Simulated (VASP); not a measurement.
# InAs (Fm-3m) in VASP: single point with PBEsol

Aim: the single point of InAs with PBEsol.

All numbers are computed with VASP 6.6.1; they aren't measurements. Logs are shortened: lines on timing, memory, paths and dates and some standing lists are left out, and cuts for length are marked.

## 1. The cell of the first run

The structure is cubic, space group Fm-3m (No. 225). Conventional cell: a = 5.755 Å, b = 5.755 Å, c = 5.755 Å, α = 90.00°, β = 90.00°, γ = 90.00°. In (site symmetry m-3m) has 6 As at 2.88 Å within 3.8 Å. Within 3.8 Å of As (site symmetry m-3m) lie 6 In at 2.88 Å.

## 2. Single point, PBEsol

Contents of INCAR:

```
PREC = Accurate
ENCUT = 500
EDIFF = 1E-6
ISMEAR = -1
SIGMA = 0.1
LREAL = F
LASPH = T
NELM = 120
ALGO = Normal
ISIF = 2
LWAVE = F
LCHARG = F
GGA = PS
NBANDS = 16
GGA_COMPAT = F
```

Contents of KPOINTS:

```
Automatic mesh
0
Gamma
  4 4 4
```

Contents of POSCAR:

```
InAs
1.0
    0.0000000000      2.8773000000      2.8773000000
    2.8773000000      0.0000000000      2.8773000000
    2.8773000000      2.8773000000      0.0000000000
In As
1 1
Direct
    0.5000000000      0.5000000000      0.5000000000
    0.0000000000      0.0000000000      0.0000000000
```

Potentials or basis: VASP PAW PBE potentials, release 64 (In_d, As).

On the command line:

```sh
cat potpaw_PBE.64/In_d/POTCAR potpaw_PBE.64/As/POTCAR > POTCAR
mpirun -np 1 vasp_std > vasp.out
```

OUTCAR:

```text
PREC = Accurate
   ENCUT = 500
   EDIFF = 1E-6
   ISMEAR = -1
   LREAL = F
   LASPH = T
   NELM = 120
   ISIF = 2
   GGA = PS

 ion  position               nearest neighbor table
   1  0.500  0.500  0.500-   2 2.88   2 2.88   2 2.88   2 2.88   2 2.88   2 2.88
   2  0.000  0.000  0.000-   1 2.88   1 2.88   1 2.88   1 2.88   1 2.88   1 2.88

  LATTYP: Found a face centered cubic cell.
 ALAT       =     5.7546000000

  Lattice vectors:

 A1 = (   0.0000000000,   2.8773000000,   2.8773000000)
 A2 = (   2.8773000000,   0.0000000000,   2.8773000000)
 A3 = (   2.8773000000,   2.8773000000,   0.0000000000)

Analysis of symmetry for initial positions (statically):
=====================================================================
 Subroutine PRICEL returns:
 Original cell was already a primitive cell.

 Routine SETGRP: Setting up the symmetry group for a
 face centered cubic supercell.

 Subroutine GETGRP returns: Found 48 space group operations
 (whereof 48 operations were pure point group operations)
 out of a pool of 48 trial point group operations.

The static configuration has the point symmetry O_h .

Analysis of symmetry for dynamics (positions and initial velocities):
=====================================================================
 Subroutine PRICEL returns:
 Original cell was already a primitive cell.

 Routine SETGRP: Setting up the symmetry group for a
 face centered cubic supercell.

 Subroutine GETGRP returns: Found 48 space group operations
 (whereof 48 operations were pure point group operations)
 out of a pool of 48 trial point group operations.

The dynamic configuration has the point symmetry O_h .

 Subroutine INISYM returns: Found 48 space group operations
 (whereof 48 operations are pure point group operations),
 and found     1 'primitive' translations

----------------------------------------------------------------------------------------

                                     Primitive cell

  volume of cell :      47.6415

  direct lattice vectors                    reciprocal lattice vectors
     0.000000000  2.877300000  2.877300000    -0.173774024  0.173774024  0.173774024
     2.877300000  0.000000000  2.877300000     0.173774024 -0.173774024  0.173774024
     2.877300000  2.877300000  0.000000000     0.173774024  0.173774024 -0.173774024

  length of vectors
     4.069116683  4.069116683  4.069116683     0.300985439  0.300985439  0.300985439

  position of ions in fractional coordinates (direct lattice)
     0.500000000  0.500000000  0.500000000
     0.000000000  0.000000000  0.000000000

  ion indices of the primitive-cell ions
   primitive index   ion index
                 1           1
                 2           2

----------------------------------------------------------------------------------------

 KPOINTS: Automatic mesh

Automatic generation of k-mesh.
 Grid dimensions read from file:
 generate k-points for:    4    4    4

 Generating k-lattice:

  Cartesian coordinates                     Fractional coordinates (reciprocal lattice)
    -0.043443506  0.043443506  0.043443506     0.250000000  0.000000000  0.000000000
     0.043443506 -0.043443506  0.043443506     0.000000000  0.250000000  0.000000000
     0.043443506  0.043443506 -0.043443506     0.000000000  0.000000000  0.250000000

  Length of vectors
     0.075246360  0.075246360  0.075246360

  Shift w.r.t. Gamma in fractional coordinates (k-lattice)
     0.000000000  0.000000000  0.000000000

 Subroutine IBZKPT returns following result:
 ===========================================

 Found      8 irreducible k-points:

 Following reciprocal coordinates:
            Coordinates               Weight
  0.000000  0.000000  0.000000      1.000000
  0.250000  0.000000  0.000000      8.000000
  0.500000  0.000000  0.000000      4.000000
  0.250000  0.250000  0.000000      6.000000
  0.500000  0.250000  0.000000     24.000000
 -0.250000  0.250000  0.000000     12.000000
  0.500000  0.500000  0.000000      3.000000
 -0.250000  0.500000  0.250000      6.000000
   k-points           NKPTS =      8   k-points in BZ     NKDIM =      8   number of bands    NBANDS=     16
   number of dos      NEDOS =    301   number of ions     NIONS =      2
   total plane-waves  NPLWV =  27000
   dimension x,y,z NGX =    30 NGY =   30 NGZ =   30
   dimension x,y,z NGXF=    60 NGYF=   60 NGZF=   60
   ions per type =               1   1
   NGX,Y,Z   is equivalent  to a cutoff of  12.26, 12.26, 12.26 a.u.
   NGXF,Y,Z  is equivalent  to a cutoff of  24.51, 24.51, 24.51 a.u.
 SYSTEM =  unknown system
   PREC   = accura    normal or accurate (medium, high low for compatibility)
   ISTART =      0    job   : 0-new  1-cont  2-samecut
   ICHARG =      2    charge: 1-file 2-atom 10-const
   ISPIN  =      1    spin polarized calculation?
   LNONCOLLINEAR =      F non collinear calculations
   LSORBIT =      F    spin-orbit coupling
   LASPH  =      T    aspherical Exc in radial PAW
   ENCUT  =  500.0 eV  36.75 Ry    6.06 a.u.   7.42  7.42  7.42*2*pi/ulx,y,z
   NELM   =    120;   NELMIN=  2; NELMDL= -5     # of ELM steps
   EDIFF  = 0.1E-05   stopping-criterion for ELM
   LREAL  =      F    real-space projection
   EDIFFG = 0.1E-04   stopping-criterion for IOM
   NSW    =      0    number of steps for IOM
   IBRION =     -1    ionic relax: 0-MD 1-quasi-New 2-CG
   NFREE  =      0    steps in history (QN), initial steepest desc. (CG)
   ISIF   =      2    stress and relaxation
   ISYM   =      2    0-nonsym 1-usesym 2-fastsym
   POTIM  = 0.5000    time-step for ionic-motion
   TEBEG  =    0.0;   TEEND  =   0.0 temperature during run
   PSTRESS=    0.0 pullay stress
   NELECT =      18.0000    total number of electrons
   NUPDOWN=      -1.0000    fix difference up-down
   EMIN   =  10.00;   EMAX   =-10.00  energy-range for DOS
   EFERMI =   0.00;   METHOD = LEGACY
   ISMEAR =    -1;   SIGMA  =   0.10  broadening in eV -4-tet -1-fermi 0-gaus
   EFERMI_NEDOS =   21; number of points for ismear=-14 and -15
   IALGO  =     38    algorithm
   IMIX   =      4    mixing-type and parameters
     AMIX     =   0.40;   BMIX     =  1.00
     AMIX_MAG =   1.60;   BMIX_MAG =  1.00
  volume/ion in A,a.u.               =      23.82       160.75
  Fermi-wavevector in a.u.,A,eV,Ry     =   1.183506  2.236502 19.057501  1.400687
  Thomas-Fermi vector in A             =   2.319739
   LORBIT       =      0    0 simple, 1 ext, 2 COOP (PROOUT), +10 PAW based schemes
   GGA     = PS    functional components
   LHFCALC =     F    Hartree Fock is set to
   AEXX    =    0.0000 exact exchange contribution
   IVDW    =     0    specifies the selected vdW correction
   LEPSILON=     F    determine dielectric tensor
   LRPA    =     F    only Hartree local field effects (RPA)
 non-spin polarized calculation
  energy-cutoff  :      500.00
  volume of cell :       47.64
 maximum number of plane-waves:      1243
 NGX is ok and might be reduce to    30
   NGX = 15   NGY = 15   NGZ = 15

 number of electron      18.0000002 magnetization

 Free energy of the ion-electron system (eV)
  ---------------------------------------------------
  ext. energy  EPLUGINS =         0.00000000
  ---------------------------------------------------
  free energy    TOTEN  =        -7.89172369 eV

  energy without entropy =       -7.79139877  energy(sigma->0) =       -7.84156123

 E-fermi :   5.9318     XC(G=0): -10.2367

 val. band max:        5.7721313379   @ k =   0.2500   0.0000   0.0000
 cond. band min:       6.0262737612   @ k =   0.5000   0.2500   0.0000
 fundamental gap:      0.2541424232
 Fermi energy:         5.9317889849

 k-point     1 :       0.0000    0.0000    0.0000
  band No.  band energies     occupation
      1      -8.4986      2.00000
      2      -8.4986      2.00000
      3      -8.4807      2.00000
      4      -8.4807      2.00000
      5      -8.4807      2.00000
      6      -6.2772      2.00000
      7       5.0960      1.99953
      8       5.6463      1.89113
      9       5.6463      1.89113
     10       5.6463      1.89113
     11      12.9342      0.00000
     12      12.9342      0.00000
     13      12.9342      0.00000
     14      13.2141      0.00000
     15      13.2141      0.00000
     16      13.2141      0.00000

 k-point     2 :       0.2500    0.0000    0.0000
  band No.  band energies     occupation
      1      -8.5225      2.00000
      2      -8.5225      2.00000
      3      -8.4826      2.00000
      4      -8.4538      2.00000
      5      -8.4538      2.00000
      6      -5.6243      2.00000
      7       1.5246      2.00000
      8       5.7721      1.66308
      9       5.7721      1.66308
     10       7.8898      0.00000
     11      10.5265      0.00000
     12      10.5265      0.00000
     13      10.7710      0.00000
     14      13.4654      0.00000
     15      14.4978      0.00000
     16      14.4978      0.00000

 k-point     3 :       0.5000    0.0000    0.0000
  band No.  band energies     occupation
      1      -8.5482      2.00000
      2      -8.5482      2.00000
      3      -8.4868      2.00000
      4      -8.4246      2.00000
      5      -8.4246      2.00000
      6      -4.5747      2.00000
      7      -0.7533      2.00000
      8       6.0381      0.51357
      9       6.0381      0.51357
     10       7.8518      0.00000
     11       9.0071      0.00000
     12       9.0071      0.00000
     13      10.1584      0.00000
     14      16.3660      0.00000
     15      17.6176      0.00000
     16      17.6176      0.00000

 k-point     4 :       0.2500    0.2500    0.0000
  band No.  band energies     occupation
      1      -8.6030      2.00000
      2      -8.4994      2.00000
      3      -8.4819      2.00000
      4      -8.4429      2.00000
      5      -8.4429      2.00000
      6      -5.3390      2.00000
      7       2.1926      2.00000
      8       4.4846      2.00000
      9       4.4846      2.00000
     10       6.5063      0.00638
     11      10.5657      0.00000
     12      11.2728      0.00000
     13      13.2177      0.00000
     14      13.2177      0.00000
     15      16.8325      0.00000
     16      17.0445      0.00000

 k-point     5 :       0.5000    0.2500    0.0000
  band No.  band energies     occupation
      1      -8.6530      2.00000
      2      -8.5046      2.00000
      3      -8.4882      2.00000
      4      -8.4334      2.00000
      5      -8.4156      2.00000
      6      -4.1968      2.00000
      7       0.2390      2.00000
      8       3.1705      2.00000
      9       4.4628      2.00000
     10       6.0263      0.55984
     11      11.0055      0.00000
     12      11.8539      0.00000
     13      12.6049      0.00000
     14      14.2041      0.00000
     15      17.9501      0.00000
     16      18.0974      0.00000

 k-point     6 :      -0.2500    0.2500    0.0000
  band No.  band energies     occupation
      1      -8.5796      2.00000
      2      -8.5331      2.00000
      3      -8.4670      2.00000
      4      -8.4489      2.00000
      5      -8.4387      2.00000
      6      -4.6513      2.00000
      7       0.4565      2.00000
      8       3.0714      2.00000
      9       5.7667      1.67790
     10       7.7147      0.00000
     11       9.9272      0.00000
     12      10.2688      0.00000
     13      12.3205      0.00000
     14      14.7538      0.00000
     15      16.0210      0.00000
     16      17.1782      0.00000

 k-point     7 :       0.5000    0.5000    0.0000
  band No.  band energies     occupation
      1      -8.7587      2.00000
      2      -8.5182      2.00000
      3      -8.4653      2.00000
      4      -8.4010      2.00000
      5      -8.4010      2.00000
      6      -3.6936      2.00000
      7       1.0805      2.00000
      8       2.7935      2.00000
      9       3.5837      2.00000
     10       3.5837      2.00000
     11       9.5939      0.00000
     12      14.9491      0.00000
     13      14.9491      0.00000
     14      15.7942      0.00000
     15      18.8274      0.00000
     16      20.2113      0.00000

 k-point     8 :      -0.2500    0.5000    0.2500
  band No.  band energies     occupation
      1      -8.6881      2.00000
      2      -8.5060      2.00000
      3      -8.4630      2.00000
      4      -8.4630      2.00000
      5      -8.4010      2.00000
      6      -3.6827      2.00000
      7       0.9995      2.00000
      8       2.0923      2.00000
      9       2.0923      2.00000
     10       8.0096      0.00000
     11       9.8077      0.00000
     12      12.5787      0.00000
     13      12.5787      0.00000
     14      16.3455      0.00000
     15      16.3455      0.00000
     16      20.1087      0.00000

------------------------ aborting loop because EDIFF is reached ----------------------------------------

  FORCE on cell =-STRESS in cart. coord.  units (eV):
  Direction    XX          YY          ZZ          XY          YZ          ZX
  --------------------------------------------------------------------------------------
  -------------------------------------------------------------------------------------
  Total       -0.5587842     -0.5587842     -0.5587842     -0.0000000      0.0000000      0.0000000
  in kB      -18.7918372    -18.7918372    -18.7918372     -0.0000000      0.0000000      0.0000000
  external PRESSURE =     -18.7918372 kB  Pullay stress =       0.0000000 kB

 VOLUME and BASIS-vectors are now :
 -----------------------------------------------------------------------------
  energy-cutoff  :      500.00
  volume of cell :       47.64
      direct lattice vectors                 reciprocal lattice vectors
     0.000000000  2.877300000  2.877300000    -0.173774024  0.173774024  0.173774024
     2.877300000  0.000000000  2.877300000     0.173774024 -0.173774024  0.173774024
     2.877300000  2.877300000  0.000000000     0.173774024  0.173774024 -0.173774024

 POSITION                                       TOTAL-FORCE (eV/Angst)
 -----------------------------------------------------------------------------------
      2.87730      2.87730      2.87730        -0.000000     -0.000000      0.000000
      0.00000      0.00000      0.00000         0.000000      0.000000      0.000000
 -----------------------------------------------------------------------------------
    total drift:                                0.000000      0.000000      0.000000

  FREE ENERGIE OF THE ION-ELECTRON SYSTEM (eV)
  ---------------------------------------------------
  free  energy   TOTEN  =        -7.8917236884 eV

  energy  without entropy=       -7.7913987724  energy(sigma->0) =       -7.84156123
```

Wall time 20 s (1 thread of Intel Xeon 8259CL, shared host); peak memory 0.16 GiB.

Results:

```
Free energy            : -7.8917 eV
Pressure               : -1.9 GPa
Band gap on the k mesh : zero (band 9 reaches 6.04 eV, above the bottom of band 10 at 3.58 eV)
```

Levels at points of the mesh, in eV from the Fermi level:
```tsv
k point	band 6	band 7	band 8	band 9	band 10	band 11	band 12	band 13
(0.00, 0.00, 0.00)	-12.21	-0.84	-0.29	-0.29	-0.29	7.00	7.00	7.00
(0.50, 0.00, 0.00)	-10.51	-6.69	0.11	0.11	1.92	3.08	3.08	4.23
(0.50, 0.50, 0.00)	-9.63	-4.85	-3.14	-2.35	-2.35	3.66	9.02	9.02
```

Caveat: the k points lie up to 0.47 Å⁻¹ apart; the PAW data sets were made with another functional, which shifts forces and pressure a little; spin-orbit coupling is left out, which moves the levels of the heavy elements.
